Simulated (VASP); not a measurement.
The system is NdZrS2.

```xyz
4
Lattice="4.8879 0.0000 0.0000 -2.4440 4.2331 0.0000 0.0000 0.0000 5.4945" Properties=species:S:1:pos:R:3 pbc="T T T"
Nd    0.0000    0.0000    0.0000
Zr    0.0000    0.0000    2.7472
S     0.0000    2.8220    2.7472
S     2.4440    1.4110    2.7472
```

The cell was generated, and may not be a known phase.

```yaml
Program: VASP 6.6.1
Task: relaxation of cell and atoms
Functional: PBE
Potentials_or_basis: VASP PAW PBE potentials, release 64 (Nd_3, Zr_sv, S), 4f in core
Cutoff: 500 eV
k_mesh: 5 × 5 × 4
Occupations: gaussian, width 0.2 eV
Spin: no spin polarisation
```

At the start: pressure -2.1 GPa; volume 28.42 Å³/atom.

Task: Where does the relaxation end?

Result: Over 4 steps the energy falls by 70.9 meV/atom and the volume is 27.68 Å³/atom (-2.6 %); space group P6/mmm (No. 191, to 0.1 Å) before and after.

The path:
| step | energy change (eV) | largest force (eV/Å) | pressure (GPa) | volume (Å³) |
| --- | --- | --- | --- | --- |
| 1 | 0.0000 | 0.0000 | -2.12 | 113.69 |
| 2 | -0.2582 | 0.0000 | 1.45 | 107.35 |
| 3 | -0.2582 | 0.0000 | 1.59 | 107.18 |
| 4 | -0.2835 | 0.0000 | -0.13 | 110.74 |

Final structure:
```yaml
crystal:
  lattice:
    - [4.67429, 0.00000, 0.00000]
    - [-2.33714, 4.04805, 0.00000]
    - [0.00000, 0.00000, 5.85250]
  atoms:
    - { symbol: Nd, position: [0.00000, 0.00000, 0.00000] }
    - { symbol: Zr, position: [0.00000, 0.00000, 0.50000] }
    - { symbol: S, position: [0.33333, 0.66667, 0.50000] }
    - { symbol: S, position: [0.66667, 0.33333, 0.50000] }
```

Caveat: the run has no spin polarisation, though such a crystal can be magnetic.
